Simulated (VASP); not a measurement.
# InP (I-4m2) in VASP: notebook, part 2 of 2

VASP 6.6.1. The steps go on from the part before.

### Step 5. Single point, PBE

This run uses another cell than the first one, of the same volume but with other edges.

The input, INCAR:

```
  PREC = Accurate
  ENCUT = 520
  EDIFF = 1E-6
  ISMEAR = 0
  SIGMA = 0.05
  LREAL = F
  LASPH = T
  NELM = 100
  ALGO = Normal
  ISIF = 2
  LWAVE = F
  LCHARG = T
  GGA = PE
  LELF = T
  LVHAR = T
  NBANDS = 16
```

The input, KPOINTS:

```
regular mesh
0
Gamma
  12 12 12
```

The input, POSCAR:

```
InP
1.0
    0.0000000000      2.8043195571      3.3651834685
    2.8043195571      0.0000000000      3.3651834685
    2.8043195571      2.8043195571      0.0000000000
In P
1 1
Direct
    0.0000000000      0.0000000000      0.0000000000
    0.7500000000      0.7500000000      0.7500000000
```

Potentials or basis: VASP PAW PBE potentials, release 64 (In_d, P).

The run is started by

```
$ cat potpaw_PBE.64/In_d/POTCAR potpaw_PBE.64/P/POTCAR > POTCAR
$ mpirun -np 1 vasp_std > vasp.out
```

OUTCAR:

```text
PREC = Accurate
   ENCUT = 520
   EDIFF = 1E-6
   ISMEAR = 0
   LREAL = F
   LASPH = T
   NELM = 100
   ISIF = 2
   GGA = PE

 ion  position               nearest neighbor table
   1  0.000  0.000  0.000-   2 2.60   2 2.60   2 2.60   2 2.60
   2  0.750  0.750  0.750-   1 2.60   1 2.60   1 2.60   1 2.60

  LATTYP: Found a body centered tetragonal cell.
 ALAT       =     3.9659067509
 C/A-ratio  =     1.6970562748

  Lattice vectors:

 A1 = (  -2.8043195571,   0.0000000000,   3.3651834685)
 A2 = (   2.8043195571,   0.0000000000,   3.3651834685)
 A3 = (   0.0000000000,   2.8043195571,  -3.3651834685)

Analysis of symmetry for initial positions (statically):
=====================================================================
 Subroutine PRICEL returns:
 Original cell was already a primitive cell.

 Routine SETGRP: Setting up the symmetry group for a
 body centered tetragonal supercell.

 Subroutine GETGRP returns: Found  8 space group operations
 (whereof  8 operations were pure point group operations)
 out of a pool of 16 trial point group operations.

The static configuration has the point symmetry D_2d.

Analysis of symmetry for dynamics (positions and initial velocities):
=====================================================================
 Subroutine PRICEL returns:
 Original cell was already a primitive cell.

 Routine SETGRP: Setting up the symmetry group for a
 body centered tetragonal supercell.

 Subroutine GETGRP returns: Found  8 space group operations
 (whereof  8 operations were pure point group operations)
 out of a pool of 16 trial point group operations.

The dynamic configuration has the point symmetry D_2d.

 Subroutine INISYM returns: Found  8 space group operations
 (whereof  8 operations are pure point group operations),
 and found     1 'primitive' translations

----------------------------------------------------------------------------------------

                                     Primitive cell

  volume of cell :      52.9290

  direct lattice vectors                    reciprocal lattice vectors
     0.000000000  2.804319557  3.365183469    -0.178296371  0.178296371  0.148580309
     2.804319557  0.000000000  3.365183469     0.178296371 -0.178296371  0.148580309
     2.804319557  2.804319557  0.000000000     0.178296371  0.178296371 -0.148580309

  length of vectors
     4.380487182  4.380487182  3.965906751     0.292669267  0.292669267  0.292669267

  position of ions in fractional coordinates (direct lattice)
     0.000000000  0.000000000  0.000000000
     0.750000000  0.750000000  0.750000000

  ion indices of the primitive-cell ions
   primitive index   ion index
                 1           1
                 2           2

----------------------------------------------------------------------------------------

 KPOINTS: regular mesh

Automatic generation of k-mesh.
 Grid dimensions read from file:
 generate k-points for:   12   12   12

 Generating k-lattice:

  Cartesian coordinates                     Fractional coordinates (reciprocal lattice)
    -0.014858031  0.014858031  0.012381692     0.083333333 -0.000000000  0.000000000
     0.014858031 -0.014858031  0.012381692    -0.000000000  0.083333333  0.000000000
     0.014858031  0.014858031 -0.012381692     0.000000000  0.000000000  0.083333333

  Length of vectors
     0.024389106  0.024389106  0.024389106

  Shift w.r.t. Gamma in fractional coordinates (k-lattice)
     0.000000000  0.000000000  0.000000000

 Subroutine IBZKPT returns following result:
 ===========================================

 Found    163 irreducible k-points:

 Following reciprocal coordinates:
            Coordinates               Weight
  0.000000  0.000000  0.000000      1.000000
  0.083333  0.000000  0.000000      8.000000
  0.166667 -0.000000  0.000000      8.000000
  0.250000  0.000000  0.000000      8.000000
  0.333333 -0.000000  0.000000      8.000000
  0.416667 -0.000000  0.000000      8.000000
[... 16 lines left out ...]
  0.500000  0.166667  0.000000      8.000000
 -0.416667  0.166667  0.000000      8.000000
 [... further k-points ...]
   k-points           NKPTS =    163   k-points in BZ     NKDIM =    163   number of bands    NBANDS=     16
   number of dos      NEDOS =    301   number of ions     NIONS =      2
   total plane-waves  NPLWV =  38880
   dimension x,y,z NGX =    36 NGY =   36 NGZ =   30
   dimension x,y,z NGXF=    72 NGYF=   72 NGZF=   60
   ions per type =               1   1
   NGX,Y,Z   is equivalent  to a cutoff of  13.66, 13.66, 12.58 a.u.
   NGXF,Y,Z  is equivalent  to a cutoff of  27.33, 27.33, 25.15 a.u.
 SYSTEM =  unknown system
   PREC   = accura    normal or accurate (medium, high low for compatibility)
   ISTART =      0    job   : 0-new  1-cont  2-samecut
   ICHARG =      2    charge: 1-file 2-atom 10-const
   ISPIN  =      1    spin polarized calculation?
   LNONCOLLINEAR =      F non collinear calculations
   LSORBIT =      F    spin-orbit coupling
   LASPH  =      T    aspherical Exc in radial PAW
   ENCUT  =  520.0 eV  38.22 Ry    6.18 a.u.   8.14  8.14  7.37*2*pi/ulx,y,z
   NELM   =    100;   NELMIN=  2; NELMDL= -5     # of ELM steps
   EDIFF  = 0.1E-05   stopping-criterion for ELM
   LREAL  =      F    real-space projection
   EDIFFG = 0.1E-04   stopping-criterion for IOM
   NSW    =      0    number of steps for IOM
   IBRION =     -1    ionic relax: 0-MD 1-quasi-New 2-CG
   NFREE  =      0    steps in history (QN), initial steepest desc. (CG)
   ISIF   =      2    stress and relaxation
   ISYM   =      2    0-nonsym 1-usesym 2-fastsym
   POTIM  = 0.5000    time-step for ionic-motion
   TEBEG  =    0.0;   TEEND  =   0.0 temperature during run
   PSTRESS=    0.0 pullay stress
   NELECT =      18.0000    total number of electrons
   NUPDOWN=      -1.0000    fix difference up-down
   EMIN   =  10.00;   EMAX   =-10.00  energy-range for DOS
   EFERMI =   0.00;   METHOD = LEGACY
   ISMEAR =     0;   SIGMA  =   0.05  broadening in eV -4-tet -1-fermi 0-gaus
   EFERMI_NEDOS =   21; number of points for ismear=-14 and -15
   IALGO  =     38    algorithm
   IMIX   =      4    mixing-type and parameters
     AMIX     =   0.40;   BMIX     =  1.00
     AMIX_MAG =   1.60;   BMIX_MAG =  1.00
  volume/ion in A,a.u.               =      26.46       178.59
  Fermi-wavevector in a.u.,A,eV,Ry     =   1.142706  2.159401 17.766167  1.305776
  Thomas-Fermi vector in A             =   2.279403
   LORBIT       =      0    0 simple, 1 ext, 2 COOP (PROOUT), +10 PAW based schemes
   GGA     = PE    functional components
   LHFCALC =     F    Hartree Fock is set to
   AEXX    =    0.0000 exact exchange contribution
   IVDW    =     0    specifies the selected vdW correction
   LEPSILON=     F    determine dielectric tensor
   LRPA    =     F    only Hartree local field effects (RPA)
 non-spin polarized calculation
 Gauss-broadening in eV      SIGMA  =   0.05
  energy-cutoff  :      520.00
  volume of cell :       52.93
 maximum number of plane-waves:      1456
 NGX is ok and might be reduce to    36

 number of electron      17.9999998 magnetization

 Free energy of the ion-electron system (eV)
  ---------------------------------------------------
  ext. energy  EPLUGINS =         0.00000000
  ---------------------------------------------------
  free energy    TOTEN  =        -8.22256214 eV

  energy without entropy =       -8.22249638  energy(sigma->0) =       -8.22252926

 E-fermi :   5.0254     XC(G=0):  -9.0966

 val. band max:        5.0031825815   @ k =   0.0000   0.0000   0.0000
 cond. band min:       5.5840175649   @ k =   0.5000   0.0000   0.0000
 fundamental gap:      0.5808349834
 Fermi energy:         5.0253614901

 k-point     1 :       0.0000    0.0000    0.0000
  band No.  band energies     occupation
      1      -9.5230      2.00000
      2      -9.4318      2.00000
      3      -9.4318      2.00000
      4      -9.3626      2.00000
      5      -9.3412      2.00000
      6      -6.4548      2.00000
[... 8 lines left out ...]
     15      13.4242      0.00000
     16      13.8239      0.00000
[... 419 lines left out ...]
 k-point    24 :      -0.4167    0.1667    0.0000
  band No.  band energies     occupation
      1      -9.5612      2.00000
      2      -9.4483      2.00000
      3      -9.4006      2.00000
      4      -9.3694      2.00000
      5      -9.3083      2.00000
      6      -4.7661      2.00000
[... 8 lines left out ...]
     15      14.3520      0.00000
     16      15.5640      0.00000

 [... further k-points ...]

------------------------ aborting loop because EDIFF is reached ----------------------------------------

  FORCE on cell =-STRESS in cart. coord.  units (eV):
  Direction    XX          YY          ZZ          XY          YZ          ZX
  --------------------------------------------------------------------------------------
  -------------------------------------------------------------------------------------
  Total        0.9220733      0.9220733     -2.4161137      0.0000000      0.0000000      0.0000000
  in kB       27.9114430     27.9114430    -73.1365042      0.0000000      0.0000000      0.0000000
  external PRESSURE =      -5.7712060 kB  Pullay stress =       0.0000000 kB

 VOLUME and BASIS-vectors are now :
 -----------------------------------------------------------------------------
  energy-cutoff  :      520.00
  volume of cell :       52.93
      direct lattice vectors                 reciprocal lattice vectors
     0.000000000  2.804319557  3.365183469    -0.178296371  0.178296371  0.148580309
     2.804319557  0.000000000  3.365183469     0.178296371 -0.178296371  0.148580309
     2.804319557  2.804319557  0.000000000     0.178296371  0.178296371 -0.148580309

 POSITION                                       TOTAL-FORCE (eV/Angst)
 -----------------------------------------------------------------------------------
      0.00000      0.00000      0.00000        -0.000000      0.000000      0.000000
      4.20648      4.20648      5.04778         0.000000     -0.000000      0.000000
 -----------------------------------------------------------------------------------
    total drift:                                0.000002      0.000002      0.000001

  FREE ENERGIE OF THE ION-ELECTRON SYSTEM (eV)
  ---------------------------------------------------
  free  energy   TOTEN  =        -8.2225621434 eV

  energy  without entropy=       -8.2224963777  energy(sigma->0) =       -8.22252926
```

stdout:

```text
POSCAR found type information on POSCAR InP
 POSCAR found :  2 types and       2 ions
 scaLAPACK will be used
 LDA part: xc-table for (Slater+PW92), standard interpolation
 POSCAR, INCAR and KPOINTS ok, starting setup
 FFT: planning ... GRIDC
 FFT: planning ... GRID_SOFT
 FFT: planning ... GRID
 WAVECAR not read
 entering main loop
```

Run time: 2.7 min. Hardware: 1 thread of Intel Xeon 8259CL, shared host; peak memory 0.29 GiB.

What came out:

```
Free energy            : -8.2226 eV
Pressure               : -0.6 GPa
Band gap on the k mesh : zero (filled and empty bands touch)
```

Stress tensor (GPa, compression positive):
```
 2.79  0.00  0.00
 0.00  2.79  0.00
 0.00  0.00 -7.31
```

Caveat: semilocal functionals underestimate gaps, so a narrow gap can read as zero; spin-orbit coupling is left out, which moves the levels of the heavy elements.

### Step 6. The runs side by side

| cell | gap on the mesh (eV) | pressure (GPa) |
| --- | --- | --- |
| a = 4.097, b = 4.097, c = 4.731 Å, angles 54.7, 54.7, 70.5°, 2 atoms | none | -2.5 |
| a = 4.598, b = 4.598, c = 3.755 Å, angles 65.9, 65.9, 48.2°, 2 atoms | none | -1.2 |
| a = 4.129, b = 4.129, c = 4.449 Å, angles 57.4, 57.4, 65.2°, 2 atoms | 0.04 | -0.6 |
| a = 4.380, b = 4.380, c = 3.966 Å, angles 63.1, 63.1, 53.8°, 2 atoms | none | -0.6 |

Alike in all rows: task single point; level PBE; potentials or basis VASP PAW PBE potentials, release 64 (In_d, P); no spin polarisation; k mesh 12 × 12 × 12; cutoff (eV) 520; smearing gaussian 0.05 eV.

Caveats: spin-orbit coupling is left out, which moves the levels of the heavy elements; semilocal functionals underestimate gaps, so a narrow gap can read as zero (at least some runs).

Total energies depend on the potentials used, so only differences within one code and one set of settings carry meaning.
